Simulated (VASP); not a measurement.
The system is SiNi.

```
Si Ni
1.0
     5.14154    0.00000    0.00000
     0.00000    3.32130    0.00000
     0.00000    0.00000    5.56977
Si Ni
4 4
Direct
  0.82109 0.75000 0.58232
  0.17891 0.25000 0.41768
  0.32109 0.75000 0.91768
  0.67891 0.25000 0.08232
  0.50795 0.25000 0.68852
  0.49205 0.75000 0.31148
  0.00795 0.25000 0.81148
  0.99205 0.75000 0.18852
```

Base run:

```yaml
Program: VASP 6.6.1
Functional: r2SCAN
Potentials_or_basis: VASP PAW PBE potentials, release 64 (Si, Ni)
Cutoff: 520 eV
k_mesh: 5 × 7 × 4
Occupations: fermi-dirac, width 0.1 eV
Spin: no spin polarisation
```

Its results: band gap on the k mesh zero (bands 28 and 29 overlap by 1.83 eV); pressure 0.1 GPa; largest force 0.024 eV/Å.

Problem. The run is repeated on the same cell with these changes: functional from r2SCAN to PBE. What comes out?

Solution. Band gap on the k mesh zero (bands 28 and 29 overlap by 1.79 eV); pressure 5.2 GPa; largest force 0.095 eV/Å.

Caveats: the PAW data sets were made with another functional, which shifts forces and pressure a little (at least some runs); the cell stands under pressure (at least some runs).
